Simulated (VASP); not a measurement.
Runs of VASP 6.6.1 on Ca. The structure is that of space group P6/mmm (No. 191), or close to it. The cells are those of the table. This isn't the form of Ca at room conditions, which is fcc.

```tsv
cell	smearing	gap on the mesh (eV)	pressure (GPa)
a = 3.206, b = 3.206, c = 2.897 Å, angles 90.0, 90.0, 120.0°, 1 atom	fermi-dirac 0.08 eV	none	15.1
a = 3.665, b = 3.665, c = 3.399 Å, angles 90.0, 90.0, 120.0°, 1 atom	fermi-dirac 0.08 eV	none	1.2
a = 3.459, b = 3.459, c = 3.152 Å, angles 90.0, 90.0, 120.0°, 1 atom	fermi-dirac 0.08 eV	none	(a)
a = 3.058, b = 3.058, c = 2.760 Å, angles 90.0, 90.0, 120.0°, 1 atom	fermi-dirac 0.08 eV	none	24.4
a = 3.566, b = 3.566, c = 3.278 Å, angles 90.0, 90.0, 120.0°, 1 atom	methfessel-paxton 0.005 eV	none	2.9
a = 2.914, b = 2.914, c = 2.631 Å, angles 90.0, 90.0, 120.0°, 1 atom	fermi-dirac 0.08 eV	none	(b)
a = 3.343, b = 3.343, c = 3.020 Å, angles 90.0, 90.0, 120.0°, 1 atom	fermi-dirac 0.08 eV	none	9.2
a = 3.758, b = 3.758, c = 3.514 Å, angles 90.0, 90.0, 120.0°, 1 atom	fermi-dirac 0.08 eV	none	0.0
a = 2.914, b = 2.914, c = 2.631 Å, angles 90.0, 90.0, 120.0°, 1 atom	methfessel-paxton 0.01 eV	none	37.5
a = 3.566, b = 3.566, c = 3.278 Å, angles 90.0, 90.0, 120.0°, 1 atom	fermi-dirac 0.08 eV	none	3.0
```

Alike in all rows: task single point; level PBE; potentials or basis VASP PAW PBE potentials, release 64 (Ca_sv); no spin polarisation; k mesh 12 × 12 × 11; cutoff (eV) 520.

Question: Estimate the missing entries.

Answer: (a) 5.5; (b) 37.4.

Caveats: the cell stands under pressure (at least some runs).

A gap of «none» marks levels without a gap at the run's occupations.
